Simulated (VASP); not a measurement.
# Mn in VASP: density of states with PBE

Aim: the density of states of Mn with PBE.

Everything below comes from runs of VASP 6.6.1. Logs are shortened: lines on timing, memory, paths and dates and some standing lists are left out, and cuts for length are marked.

### 1 The cell of the first run

The cell holds a slab with vacuum, 1 atom: a = 2.477 Å, b = 2.477 Å, c = 16.000 Å, α = 90.00°, β = 90.00°, γ = 120.00°.

### 2 Density of states, PBE, collinear spin, ferromagnetic start

Contents of POSCAR:

```
Mn
1.0
    2.4767572053      0.0000000000      0.0000000000
   -1.2383786026      2.1449346588      0.0000000000
    0.0000000000      0.0000000000     16.0000000000
Mn
1
Direct
    0.0000000000      0.0000000000      0.5000000000
```

Contents of INCAR.step1:

```
  PREC = Accurate
  ENCUT = 520
  EDIFF = 1E-6
  ISMEAR = -1
  SIGMA = 0.05
  LREAL = F
  LASPH = T
  NELM = 150
  ALGO = Normal
  ISIF = 2
  LWAVE = F
  LCHARG = T
  ISPIN = 2
  MAGMOM = 3
  LMAXMIX = 4
  LDIPOL = T
  IDIPOL = 3
  DIPOL = 0.5 0.5 0.500
  GGA = PE
  NBANDS = 16
```

Contents of KPOINTS.step1:

```
Automatic mesh
0
Gamma
  19 19 1
```

Contents of INCAR.step2:

```
  PREC = Accurate
  ENCUT = 520
  EDIFF = 1E-6
  ISMEAR = -5
  SIGMA = 0.05
  LREAL = F
  LASPH = T
  NELM = 150
  ALGO = Normal
  ISIF = 2
  LWAVE = F
  LCHARG = F
  ISPIN = 2
  MAGMOM = 3
  LORBIT = 11
  LMAXMIX = 4
  LDIPOL = T
  IDIPOL = 3
  DIPOL = 0.5 0.5 0.500
  GGA = PE
  NBANDS = 16
  NEDOS = 1001
  ICHARG = 11
```

Contents of KPOINTS.step2:

```
Automatic mesh
0
Gamma
  29 29 1
```

Potentials or basis: VASP PAW PBE potentials, release 64 (Mn_pv).

Launch:

```sh
$ cat potpaw_PBE.64/Mn_pv/POTCAR > POTCAR
$ cp INCAR.step1 INCAR
$ cp KPOINTS.step1 KPOINTS
$ mpirun -np 1 vasp_std > vasp.out
$ cp INCAR.step2 INCAR
$ cp KPOINTS.step2 KPOINTS
$ mpirun -np 1 vasp_std > vasp.out
```

OUTCAR:

```text
PREC = Accurate
   ENCUT = 520
   EDIFF = 1E-6
   ISMEAR = -5
   LREAL = F
   LASPH = T
   NELM = 150
   ISIF = 2
   ISPIN = 2
   LORBIT = 11
   GGA = PE
   ICHARG = 11

 ion  position               nearest neighbor table
   1  0.000  0.000  0.500-

  LATTYP: Found a hexagonal cell.
 ALAT       =     2.4767572053
 C/A-ratio  =     6.4600599388

  Lattice vectors:

 A1 = (   2.4767572053,   0.0000000000,   0.0000000000)
 A2 = (  -1.2383786026,   2.1449346588,   0.0000000000)
 A3 = (   0.0000000000,   0.0000000000,  16.0000000000)

Analysis of symmetry for initial positions (statically):
=====================================================================
 Subroutine PRICEL returns:
 Original cell was already a primitive cell.

 Routine SETGRP: Setting up the symmetry group for a
 hexagonal supercell.

 Subroutine GETGRP returns: Found 24 space group operations
 (whereof 24 operations were pure point group operations)
 out of a pool of 24 trial point group operations.

The static configuration has the point symmetry D_6h.

Analysis of symmetry for dynamics (positions and initial velocities):
=====================================================================
 Subroutine PRICEL returns:
 Original cell was already a primitive cell.

 Routine SETGRP: Setting up the symmetry group for a
 hexagonal supercell.

 Subroutine GETGRP returns: Found 24 space group operations
 (whereof 24 operations were pure point group operations)
 out of a pool of 24 trial point group operations.

The dynamic configuration has the point symmetry D_6h.

Analysis of structural, dynamic, and magnetic symmetry:
=====================================================================
 Subroutine PRICEL returns:
 Original cell was already a primitive cell.

 Routine SETGRP: Setting up the symmetry group for a
 hexagonal supercell.

 Subroutine GETGRP returns: Found 24 space group operations
 (whereof 24 operations were pure point group operations)
 out of a pool of 24 trial point group operations.

The overall configuration has the point symmetry D_6h.

 Subroutine INISYM returns: Found 24 space group operations
 (whereof 24 operations are pure point group operations),
 and found     1 'primitive' translations

----------------------------------------------------------------------------------------

                                     Primitive cell

  volume of cell :      84.9997

  direct lattice vectors                    reciprocal lattice vectors
     2.476757205  0.000000000  0.000000000     0.403753746  0.233107334  0.000000000
    -1.238378603  2.144934659  0.000000000     0.000000000  0.466214668  0.000000000
     0.000000000  0.000000000 16.000000000     0.000000000  0.000000000  0.062500000

  length of vectors
     2.476757205  2.476757205 16.000000000     0.466214668  0.466214668  0.062500000

  position of ions in fractional coordinates (direct lattice)
     0.000000000  0.000000000  0.500000000

  ion indices of the primitive-cell ions
   primitive index   ion index
                 1           1

----------------------------------------------------------------------------------------

 KPOINTS: Automatic mesh

Automatic generation of k-mesh.
 Grid dimensions read from file:
 generate k-points for:   29   29    1

 Generating k-lattice:

  Cartesian coordinates                     Fractional coordinates (reciprocal lattice)
     0.013922543  0.008038184  0.000000000     0.034482759  0.000000000  0.000000000
     0.000000000  0.016076368  0.000000000     0.000000000  0.034482759  0.000000000
     0.000000000  0.000000000  0.062500000     0.000000000  0.000000000  1.000000000

  Length of vectors
     0.016076368  0.016076368  0.062500000

  Shift w.r.t. Gamma in fractional coordinates (k-lattice)
     0.000000000  0.000000000  0.000000000

 TETIRR: Found    435 inequivalent tetrahedra from     5046

 Subroutine IBZKPT returns following result:
 ===========================================

 Found     85 irreducible k-points:

 Following reciprocal coordinates:
            Coordinates               Weight
  0.000000  0.000000  0.000000      1.000000
  0.034483 -0.000000  0.000000      6.000000
  0.068966 -0.000000  0.000000      6.000000
  0.103448 -0.000000  0.000000      6.000000
  0.137931 -0.000000  0.000000      6.000000
  0.172414  0.000000  0.000000      6.000000
[... 16 lines left out ...]
  0.275862  0.034483  0.000000     12.000000
  0.310345  0.034483  0.000000     12.000000
 [... further k-points ...]
   k-points           NKPTS =     85   k-points in BZ     NKDIM =     85   number of bands    NBANDS=     16
   number of dos      NEDOS =   1001   number of ions     NIONS =      1
   total plane-waves  NPLWV =  38880
   dimension x,y,z NGX =    18 NGY =   18 NGZ =  120
   dimension x,y,z NGXF=    36 NGYF=   36 NGZF=  240
   ions per type =               1
   NGX,Y,Z   is equivalent  to a cutoff of  12.08, 12.08, 12.47 a.u.
   NGXF,Y,Z  is equivalent  to a cutoff of  24.16, 24.16, 24.94 a.u.
 SYSTEM =  unknown system
   PREC   = accura    normal or accurate (medium, high low for compatibility)
   ISTART =      0    job   : 0-new  1-cont  2-samecut
   ICHARG =     11    charge: 1-file 2-atom 10-const
   ISPIN  =      2    spin polarized calculation?
   LNONCOLLINEAR =      F non collinear calculations
   LSORBIT =      F    spin-orbit coupling
   LASPH  =      T    aspherical Exc in radial PAW
   ENCUT  =  520.0 eV  38.22 Ry    6.18 a.u.   4.61  4.61 29.75*2*pi/ulx,y,z
   NELM   =    150;   NELMIN=  2; NELMDL=  0     # of ELM steps
   EDIFF  = 0.1E-05   stopping-criterion for ELM
   LREAL  =      F    real-space projection
   EDIFFG = 0.1E-04   stopping-criterion for IOM
   NSW    =      0    number of steps for IOM
   IBRION =     -1    ionic relax: 0-MD 1-quasi-New 2-CG
   NFREE  =      0    steps in history (QN), initial steepest desc. (CG)
   ISIF   =      2    stress and relaxation
   ISYM   =      2    0-nonsym 1-usesym 2-fastsym
   POTIM  = 0.5000    time-step for ionic-motion
   TEBEG  =    0.0;   TEEND  =   0.0 temperature during run
   PSTRESS=    0.0 pullay stress
   NELECT =      13.0000    total number of electrons
   NUPDOWN=      -1.0000    fix difference up-down
   EMIN   =  10.00;   EMAX   =-10.00  energy-range for DOS
   EFERMI =   0.00;   METHOD = LEGACY
   ISMEAR =    -5;   SIGMA  =   0.05  broadening in eV -4-tet -1-fermi 0-gaus
   EFERMI_NEDOS =   21; number of points for ismear=-14 and -15
   IALGO  =     38    algorithm
   IMIX   =      4    mixing-type and parameters
     AMIX     =   0.40;   BMIX     =  1.00
     AMIX_MAG =   1.60;   BMIX_MAG =  1.00
  volume/ion in A,a.u.               =      85.00       573.61
  Fermi-wavevector in a.u.,A,eV,Ry     =   0.875488  1.654432 10.428579  0.766479
  Thomas-Fermi vector in A             =   1.995166
   LORBIT       =     11    0 simple, 1 ext, 2 COOP (PROOUT), +10 PAW based schemes
   GGA     = PE    functional components
   LHFCALC =     F    Hartree Fock is set to
   AEXX    =    0.0000 exact exchange contribution
   IVDW    =     0    specifies the selected vdW correction
   LEPSILON=     F    determine dielectric tensor
   LRPA    =     F    only Hartree local field effects (RPA)
 spin polarized calculation
 Fermi weights with tetrahedron method with Bloechl corrections
  energy-cutoff  :      520.00
  volume of cell :       85.00
 maximum number of plane-waves:      2326

 number of electron      13.0000012 magnetization       3.4634390

 dipolmoment           0.000000      0.000000     -0.000000 electrons x Angstroem

 Free energy of the ion-electron system (eV)
  ---------------------------------------------------
  ext. energy  EPLUGINS =         0.00000000
  ---------------------------------------------------
  free energy    TOTEN  =        -7.04031197 eV

  energy without entropy =       -7.04031197  energy(sigma->0) =       -7.04031197

 E-fermi :  -2.2870     XC(G=0):  -2.9869

 val. band max:       -2.2672020567   @ k =   0.3793  -0.0000   0.0000
 cond. band min:      -2.2910314729   @ k =   0.2414   0.0690   0.0000
 fundamental gap:     -0.0238294163
 Fermi energy:        -2.2869770610

 spin component 1

 k-point     1 :       0.0000    0.0000    0.0000
  band No.  band energies     occupation
      1     -51.3522      1.00000
      2     -50.9305      1.00000
      3     -50.9305      1.00000
      4      -8.3989      1.00000
      5      -4.8680      1.00000
      6      -4.0061      1.00000
[... 8 lines left out ...]
     15       5.4502      0.00000
     16       8.6621      0.00000
[... 419 lines left out ...]
 k-point    24 :       0.3103    0.0345    0.0000
  band No.  band energies     occupation
      1     -51.3496      1.00000
      2     -51.2918      1.00000
      3     -51.0323      1.00000
      4      -6.2175      1.00000
      5      -4.9148      1.00000
      6      -3.7505      1.00000
[... 8 lines left out ...]
     15       8.5766      0.00000
     16      10.0605      0.00000

 [... further k-points ...]

 spin component 2

 k-point     1 :       0.0000    0.0000    0.0000
  band No.  band energies     occupation
      1     -47.9048      1.00000
      2     -47.9048      1.00000
      3     -47.7415      1.00000
      4      -7.1555      1.00000
      5      -2.0875      0.00000
      6      -1.7059      0.00000
[... 8 lines left out ...]
     15       5.9337      0.00000
     16       9.0060      0.00000
[... 419 lines left out ...]
 k-point    24 :       0.3103    0.0345    0.0000
  band No.  band energies     occupation
      1     -48.3635      1.00000
      2     -48.0148      1.00000
      3     -47.6729      1.00000
      4      -4.3553      1.00000
      5      -2.4869      1.00000
      6      -1.8059      0.00000
[... 8 lines left out ...]
     15       9.0655      0.00000
     16      11.5126      0.00000

 [... further k-points ...]

------------------------ aborting loop because EDIFF is reached ----------------------------------------

 vacuum level on the upper side and lower side of the slab       (xc-potential included)        -0.050        -0.050

  FORCE on cell =-STRESS in cart. coord.  units (eV):
  Direction    XX          YY          ZZ          XY          YZ          ZX
  --------------------------------------------------------------------------------------
  -------------------------------------------------------------------------------------
  Total        1.2731523      1.2731523     -0.4471892      0.0000000      0.0000000      0.0000000
  in kB       23.9979126     23.9979126     -8.4291620      0.0000000      0.0000000      0.0000000
  external PRESSURE =      13.1888877 kB  Pullay stress =       0.0000000 kB

 VOLUME and BASIS-vectors are now :
 -----------------------------------------------------------------------------
  energy-cutoff  :      520.00
  volume of cell :       85.00
      direct lattice vectors                 reciprocal lattice vectors
     2.476757205  0.000000000  0.000000000     0.403753746  0.233107334  0.000000000
    -1.238378603  2.144934659  0.000000000     0.000000000  0.466214668  0.000000000
     0.000000000  0.000000000 16.000000000     0.000000000  0.000000000  0.062500000

 POSITION                                       TOTAL-FORCE (eV/Angst)
 -----------------------------------------------------------------------------------
      0.00000      0.00000      8.00000         0.000000      0.000000      0.000000
 -----------------------------------------------------------------------------------
    total drift:                               -0.000000     -0.000000     -0.000000

  FREE ENERGIE OF THE ION-ELECTRON SYSTEM (eV)
  ---------------------------------------------------
  free  energy   TOTEN  =        -7.0403119745 eV

  energy  without entropy=       -7.0403119745  energy(sigma->0) =       -7.04031197

 vacuum level on the upper side and lower side of the slab         2.014         2.014

 total charge

# of ion       s       p       d       tot
------------------------------------------
    1        0.406   6.197   5.104  11.707

 magnetization (x)

# of ion       s       p       d       tot
------------------------------------------
    1        0.034   0.075   2.968   3.077
```

It took 2.9 min on 1 thread of Intel Xeon 6975P-C (Granite Rapids), shared host; peak memory 0.31 GiB.

What came out:

```yaml
Net_moment: 3.46 μB per cell
Site_moments: Mn +3.08 μB
Valence_electrons_inside_the_program's_atomic_spheres: Mn 11.71
```

Caveat: tetrahedron occupations give inexact forces and stress in metals.
